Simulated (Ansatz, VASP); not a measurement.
## One calculation of BN, two programs

INCAR

```
SYSTEM = BN
PREC = Accurate
ENCUT = 600
EDIFF = 1E-6
ISMEAR = 0
SIGMA = 0.05
LREAL = .FALSE.
LASPH = .TRUE.
NELM = 120
ALGO = Normal
ISIF = 2
LWAVE = .FALSE.
LCHARG = .TRUE.
LELF = .TRUE.
LVHAR = .TRUE.
NBANDS = 11
GGA_COMPAT = .FALSE.
```

KPOINTS

```
regular mesh
0
G
  12 12 12
  0 0 0
```

The input POSCAR:

```
BN
1.0
    0.0000000000      3.6898902473      1.9436707384
    1.3213069444      0.0000000000      1.9436707384
    1.3213069444      3.6898902473      0.0000000000
B N
1 1
Direct
    0.0000486500      0.0000486500      0.9999513500
    0.6666513400      0.6666513400      0.3333486600
```

Input for Ansatz:

```yaml
crystal:
  lattice:
    - [0.0, 3.6898902473, 1.9436707384]
    - [1.3213069444, 0.0, 1.9436707384]
    - [1.3213069444, 3.6898902473, 0.0]
  atoms:
    - { symbol: B, position: [4.865e-05, 4.865e-05, 0.99995135] }
    - { symbol: "N", position: [0.66665134, 0.66665134, 0.33334866] }
basis:
  ecutwfc: 420
kpoints:
  mp_grid: { grid: [12, 12, 12] }
hamiltonian:
  xc: lda
scf:
  occupations: { method: gaussian, width: 0.05 }
output:
  forces: true
  stress: true
  eigenvalues: true
```

Alike in both runs: task single point; functional LDA; k mesh 12 × 12 × 12; occupations gaussian, width 0.05 eV; no spin polarisation.

|  | VASP | Ansatz |
| --- | --- | --- |
| version | VASP 6.6.1 | Ansatz 0.2.0 |
| potentials or method | VASP PAW LDA potentials, release 64 (B, N), cutoff 600 eV | scalar-relativistic, plane waves, PAW |
| valence electrons in the cell | 8 | 8 |

|  | VASP | Ansatz | Ansatz less VASP |
| --- | --- | --- | --- |
| gap on the k mesh at the Fermi level (eV) | 3.87 | 3.89 | +0.015 |
| least direct gap on the mesh (eV) | 4.65 | 4.67 | +0.014 |
| pressure (GPa) | 21.8 | 21.6 | -0.25 |
| traceless stress, the component that is largest in VASP (GPa) | 75.63 | 75.46 | -0.167 |
| rms of the force components (eV/Å) | 2.404 | 2.418 | +0.0145 |

LDA's correlation is that of Perdew and Zunger in VASP and of Perdew and Wang (1992) in Ansatz. Atom by atom the forces differ by 0.015 eV/Å (rms over components).
